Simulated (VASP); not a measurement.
# InSb (pbe) (F-43m) in VASP: a series of runs, part 2 of 2

VASP 6.6.1.

## 3. Single point, PBE

INCAR

```
SYSTEM = InSb
  PREC = Accurate
  ENCUT = 520
  EDIFF = 1E-6
  ISMEAR = 0
  SIGMA = 0.1
  LREAL = .FALSE.
  LASPH = .TRUE.
  NELM = 60
  ALGO = Normal
  ISIF = 2
  LWAVE = .FALSE.
  LCHARG = .TRUE.
  GGA = PE
  LELF = .TRUE.
  LVHAR = .TRUE.
  NBANDS = 16
```

KPOINTS

```
regular mesh
0
G
  12 12 12
  0 0 0
```

POSCAR

```
InSb
1.0
    0.0000000000      3.3180144015      3.3180144015
    3.3180144015      0.0000000000      3.3180144015
    3.3180144015      3.3180144015      0.0000000000
In Sb
1 1
Direct
    0.0000000000      0.0000000000      0.0000000000
    0.7500000000      0.7500000000      0.7500000000
```

Potentials or basis: VASP PAW PBE potentials, release 64 (In_d, Sb).

Run with:

```console
> cat potpaw_PBE.64/In_d/POTCAR potpaw_PBE.64/Sb/POTCAR > POTCAR
> mpirun -np 1 vasp_std > vasp.out
```

OUTCAR:

```text
SYSTEM = InSb
   PREC = Accurate
   ENCUT = 520
   EDIFF = 1E-6
   ISMEAR = 0
   LREAL = .FALSE.
   LASPH = .TRUE.
   NELM = 60
   ISIF = 2
   GGA = PE

 ion  position               nearest neighbor table
   1  0.000  0.000  0.000-   2 2.87   2 2.87   2 2.87   2 2.87
   2  0.750  0.750  0.750-   1 2.87   1 2.87   1 2.87   1 2.87

  LATTYP: Found a face centered cubic cell.
 ALAT       =     6.6360288030

  Lattice vectors:

 A1 = (   0.0000000000,   3.3180144015,   3.3180144015)
 A2 = (   3.3180144015,   0.0000000000,   3.3180144015)
 A3 = (   3.3180144015,   3.3180144015,   0.0000000000)

Analysis of symmetry for initial positions (statically):
=====================================================================
 Subroutine PRICEL returns:
 Original cell was already a primitive cell.

 Routine SETGRP: Setting up the symmetry group for a
 face centered cubic supercell.

 Subroutine GETGRP returns: Found 24 space group operations
 (whereof 24 operations were pure point group operations)
 out of a pool of 48 trial point group operations.

[... 156 lines left out ...]
  ext. energy  EPLUGINS =         0.00000000
  ---------------------------------------------------
  free energy    TOTEN  =        -6.95317565 eV

  energy without entropy =       -6.95302141  energy(sigma->0) =       -6.95309853

 E-fermi :   4.4364     XC(G=0):  -8.3816

 val. band max:        4.3748859756   @ k =   0.0000   0.0000   0.0000
 cond. band min:       4.7930962597   @ k =   0.5000   0.0000   0.0000
 fundamental gap:      0.4182102841
 Fermi energy:         4.4363733304

 k-point     1 :       0.0000    0.0000    0.0000
  band No.  band energies     occupation
      1     -10.0925      2.00000
      2     -10.0925      2.00000
      3     -10.0925      2.00000
      4     -10.0258      2.00000
      5     -10.0258      2.00000
      6      -5.9090      2.00000
[... 433 lines left out ...]
      3     -10.0737      2.00000
      4     -10.0267      2.00000
      5     -10.0247      2.00000
      6      -4.5816      2.00000
[... 8 lines left out ...]
     15      12.4792      0.00000
     16      12.7995      0.00000

 [... further k-points ...]
[... 5 lines left out ...]
  --------------------------------------------------------------------------------------
  -------------------------------------------------------------------------------------
  Total       -0.0200427     -0.0200427     -0.0200427      0.0000000     -0.0000000     -0.0000000
  in kB       -0.4395428     -0.4395428     -0.4395428      0.0000000     -0.0000000     -0.0000000
  external PRESSURE =      -0.4395428 kB  Pullay stress =       0.0000000 kB

 VOLUME and BASIS-vectors are now :
 -----------------------------------------------------------------------------
  energy-cutoff  :      520.00
  volume of cell :       73.06
      direct lattice vectors                 reciprocal lattice vectors
     0.000000000  3.318014402  3.318014402    -0.150692535  0.150692535  0.150692535
     3.318014402  0.000000000  3.318014402     0.150692535 -0.150692535  0.150692535
     3.318014402  3.318014402  0.000000000     0.150692535  0.150692535 -0.150692535

 POSITION                                       TOTAL-FORCE (eV/Angst)
 -----------------------------------------------------------------------------------
      0.00000      0.00000      0.00000         0.000000      0.000000      0.000000
      4.97702      4.97702      4.97702        -0.000000     -0.000000     -0.000000
 -----------------------------------------------------------------------------------
    total drift:                                0.000000      0.000000      0.000000

  FREE ENERGIE OF THE ION-ELECTRON SYSTEM (eV)
  ---------------------------------------------------
  free  energy   TOTEN  =        -6.9531756507 eV

  energy  without entropy=       -6.9530214123  energy(sigma->0) =       -6.95309853
```

Run time: 34 s. Hardware: 1 thread of Intel Xeon 6975P-C (Granite Rapids), shared host; peak memory 0.25 GiB.

What came out:

```
Free energy            : -6.9532 eV
Pressure               : 0.0 GPa
Band gap on the k mesh : zero (filled and empty bands touch)
```

Levels at points of the mesh, in eV from the Fermi level:
| k point | band 5 | band 6 | band 7 | band 8 | band 9 | band 10 | band 11 | band 12 | band 13 | band 14 |
| --- | --- | --- | --- | --- | --- | --- | --- | --- | --- | --- |
| (0.00, 0.00, 0.00) | -14.46 | -10.35 | -0.65 | -0.06 | -0.06 | -0.06 | 2.90 | 2.90 | 2.90 | 5.60 |
| (0.50, 0.00, 0.00) | -14.46 | -9.15 | -5.36 | -0.96 | -0.96 | 0.36 | 3.74 | 3.74 | 6.06 | 7.81 |
| (0.50, 0.50, 0.00) | -14.45 | -8.63 | -5.68 | -2.10 | -2.10 | 1.30 | 1.41 | 7.67 | 7.67 | 8.28 |

Caveat: spin-orbit coupling is left out, which moves the levels of the heavy elements.

## 4. Relaxation of cell and atoms, PBE

INCAR

```
PREC = Accurate
ENCUT = 600
EDIFF = 1E-6
ISMEAR = 0
SIGMA = 0.1
LREAL = False
LASPH = True
NELM = 100
ALGO = Normal
ISIF = 3
LWAVE = False
LCHARG = False
GGA = PE
IBRION = 2
NSW = 100
EDIFFG = -0.002
```

KPOINTS

```
regular mesh
0
Gamma
  12 12 12
```

POSCAR

```
InSb
1.0
    0.0000000000      3.3166107100      3.3166107100
    3.3166107100      0.0000000000      3.3166107100
    3.3166107100      3.3166107100      0.0000000000
In Sb
1 1
Direct
    0.0000000000      0.0000000000      0.0000000000
    0.7500000000      0.7500000000      0.7500000000
```

Potentials or basis: VASP PAW PBE potentials, release 64 (In_d, Sb).

Run with:

```console
> cat potpaw_PBE.64/In_d/POTCAR potpaw_PBE.64/Sb/POTCAR > POTCAR
> mpirun -np 1 vasp_std > vasp.out
```

OUTCAR:

```text
PREC = Accurate
   ENCUT = 600
   EDIFF = 1E-6
   ISMEAR = 0
   LREAL = False
   LASPH = True
   NELM = 100
   ISIF = 3
   GGA = PE
   IBRION = 2
   NSW = 100
   EDIFFG = -0.002

 ion  position               nearest neighbor table
   1  0.000  0.000  0.000-   2 2.87   2 2.87   2 2.87   2 2.87
   2  0.750  0.750  0.750-   1 2.87   1 2.87   1 2.87   1 2.87

  LATTYP: Found a face centered cubic cell.
 ALAT       =     6.6332214200

  Lattice vectors:

 A1 = (   0.0000000000,   3.3166107100,   3.3166107100)
 A2 = (   3.3166107100,   0.0000000000,   3.3166107100)
 A3 = (   3.3166107100,   3.3166107100,   0.0000000000)

Analysis of symmetry for initial positions (statically):
=====================================================================
 Subroutine PRICEL returns:
 Original cell was already a primitive cell.

 Routine SETGRP: Setting up the symmetry group for a
 face centered cubic supercell.

 Subroutine GETGRP returns: Found 24 space group operations
 (whereof 24 operations were pure point group operations)
 out of a pool of 48 trial point group operations.

The static configuration has the point symmetry T_d .

Analysis of symmetry for dynamics (positions and initial velocities):
=====================================================================
 Subroutine PRICEL returns:
 Original cell was already a primitive cell.

 Routine SETGRP: Setting up the symmetry group for a
 face centered cubic supercell.

 Subroutine GETGRP returns: Found 24 space group operations
 (whereof 24 operations were pure point group operations)
 out of a pool of 48 trial point group operations.

The dynamic configuration has the point symmetry T_d .

 Subroutine INISYM returns: Found 24 space group operations
 (whereof 24 operations are pure point group operations),
 and found     1 'primitive' translations

[... 168 lines left out ...]
      4.97492      4.97492      4.97492         0.000000     -0.000000     -0.000000
 -----------------------------------------------------------------------------------
    total drift:                                0.000000      0.000000      0.000000

  FREE ENERGIE OF THE ION-ELECTRON SYSTEM (eV)
  ---------------------------------------------------
  free  energy   TOTEN  =        -6.9531837541 eV

  energy  without entropy=       -6.9530296549  energy(sigma->0) =       -6.95310670

--------------------------------------- Ionic step        2  -------------------------------------------

 number of electron      18.0000000 magnetization

 Free energy of the ion-electron system (eV)
  ---------------------------------------------------
  ext. energy  EPLUGINS =         0.00000000
  ---------------------------------------------------
  free energy    TOTEN  =        -6.95318639 eV

  energy without entropy =       -6.95303219  energy(sigma->0) =       -6.95310929

 E-fermi :   4.4399     XC(G=0):  -8.3832

 val. band max:        4.3784665081   @ k =   0.0000   0.0000   0.0000
 cond. band min:       4.7973521854   @ k =   0.5000   0.0000   0.0000
 fundamental gap:      0.4188856773
 Fermi energy:         4.4399202393

 k-point     1 :       0.0000    0.0000    0.0000
  band No.  band energies     occupation
      1     -10.0895      2.00000
      2     -10.0895      2.00000
      3     -10.0895      2.00000
      4     -10.0226      2.00000
      5     -10.0226      2.00000
      6      -5.9077      2.00000
      7       3.7878      2.00000
      8       4.3785      1.61520
      9       4.3785      1.61520
     10       4.3785      1.61520
     11       7.3442      0.00000
     12       7.3442      0.00000
     13       7.3442      0.00000
[... 354 lines left out ...]
  band No.  band energies     occupation
      1     -10.1285      2.00000
      2     -10.0720      2.00000
      3     -10.0706      2.00000
      4     -10.0235      2.00000
      5     -10.0216      2.00000
      6      -4.5793      2.00000
      7      -0.8841      2.00000
      8       2.2277      2.00000
      9       3.2360      2.00000
     10       5.9752      0.00000
     11       8.0604      0.00000
     12       8.8118      0.00000
     13      10.5228      0.00000

 [... further k-points ...]
[... 5 lines left out ...]
  --------------------------------------------------------------------------------------
  -------------------------------------------------------------------------------------
  Total       -0.0008121     -0.0008121     -0.0008121      0.0000000      0.0000000      0.0000000
  in kB       -0.0178177     -0.0178177     -0.0178177      0.0000000      0.0000000      0.0000000
  external PRESSURE =      -0.0178177 kB  Pullay stress =       0.0000000 kB

 VOLUME and BASIS-vectors are now :
 -----------------------------------------------------------------------------
  energy-cutoff  :      600.00
  volume of cell :       73.03
      direct lattice vectors                 reciprocal lattice vectors
     0.000000000  3.317579193  3.317579193    -0.150712303  0.150712303  0.150712303
     3.317579193  0.000000000  3.317579193     0.150712303 -0.150712303  0.150712303
     3.317579193  3.317579193  0.000000000     0.150712303  0.150712303 -0.150712303

 POSITION                                       TOTAL-FORCE (eV/Angst)
 -----------------------------------------------------------------------------------
      3.31758      0.00000      3.31758         0.000000      0.000000     -0.000000
      4.97637      4.97637      4.97637        -0.000000     -0.000000      0.000000
 -----------------------------------------------------------------------------------
    total drift:                                0.000000      0.000000      0.000000

  FREE ENERGIE OF THE ION-ELECTRON SYSTEM (eV)
  ---------------------------------------------------
  free  energy   TOTEN  =        -6.9531863886 eV

  energy  without entropy=       -6.9530321916  energy(sigma->0) =       -6.95310929

 reached required accuracy - stopping structural energy minimisation
```

OSZICAR:

```text
N       E                     dE             d eps       ncg     rms          rms(c)
DAV:   1     0.112639701771E+03    0.11264E+03   -0.86258E+03  1872   0.150E+03
DAV:   2     0.724847806773E+00   -0.11191E+03   -0.10963E+03  1942   0.317E+02
DAV:   3    -0.683079512418E+01   -0.75556E+01   -0.74657E+01  2460   0.883E+01
DAV:   4    -0.704077152053E+01   -0.20998E+00   -0.20989E+00  2216   0.172E+01
[... 12 lines left out ...]
DAV:   2    -0.695320804496E+01    0.10454E-03   -0.23547E-04  2252   0.341E-01    0.255E-02
DAV:   3    -0.695318936782E+01    0.18677E-04   -0.56157E-05  2437   0.149E-01    0.120E-02
DAV:   4    -0.695318833522E+01    0.10326E-05   -0.16771E-06  1463   0.133E-02    0.787E-03
DAV:   5    -0.695318706694E+01    0.12683E-05   -0.25344E-07   936   0.595E-03    0.295E-03
DAV:   6    -0.695318638863E+01    0.67831E-06   -0.21267E-07   936   0.599E-03
   2 F= -.69531864E+01 E0= -.69531093E+01  d E =-.263454E-05
```

Wall time 3.7 min (1 thread of AMD EPYC 7R13, shared host); peak memory 0.27 GiB.

Results:

```yaml
Free_energy: -6.9532 eV
Relaxed_volume: 36.51 Å³/atom
Relaxed_cell: a = 4.692 Å, b = 4.692 Å, c = 4.692 Å, α = 60.00°, β = 60.00°, γ = 60.00°
Space_group_after_relaxing_to_0.05_Å: F-43m (No. 216)
Energy_gained_by_relaxing: 0.0 meV/atom
Ionic_steps: 2
Pressure_after_relaxing: 0.0 GPa
Band_gap_on_the_k_mesh: zero (filled and empty bands touch)
```

Final structure:
```cif
data_structure
_symmetry_space_group_name_H-M 'P 1'
_symmetry_Int_Tables_number 1
_cell_length_a 4.6918
_cell_length_b 4.6918
_cell_length_c 4.6918
_cell_angle_alpha 60.000
_cell_angle_beta 60.000
_cell_angle_gamma 60.000
_cell_volume 73.03
loop_
_atom_site_label
_atom_site_type_symbol
_atom_site_fract_x
_atom_site_fract_y
_atom_site_fract_z
_atom_site_occupancy
In1 In 0.00000 0.00000 0.00000 1
Sb1 Sb 0.75000 0.75000 0.75000 1
```

Caveat: spin-orbit coupling is left out, which moves the levels of the heavy elements.

## 5. Summary

```tsv
task	cell	k mesh	cutoff (eV)	gap on the mesh (eV)	pressure (GPa)
single point	a = 4.690 Å, angles 60.0°, 2 atoms	6 × 6 × 6	520	none	0.1
single point	a = 4.692 Å, angles 60.0°, 2 atoms	12 × 12 × 12	520	none	0.0
relaxation of cell and atoms	relaxed from a = 4.690 Å, angles 60.0°, 2 atoms	12 × 12 × 12	600	none	0.0
```

Alike in all rows: level PBE; potentials or basis VASP PAW PBE potentials, release 64 (In_d, Sb); no spin polarisation; smearing gaussian 0.1 eV.

Caveats: spin-orbit coupling is left out, which moves the levels of the heavy elements.

Absolute energies hang on the potentials; compare differences alone.
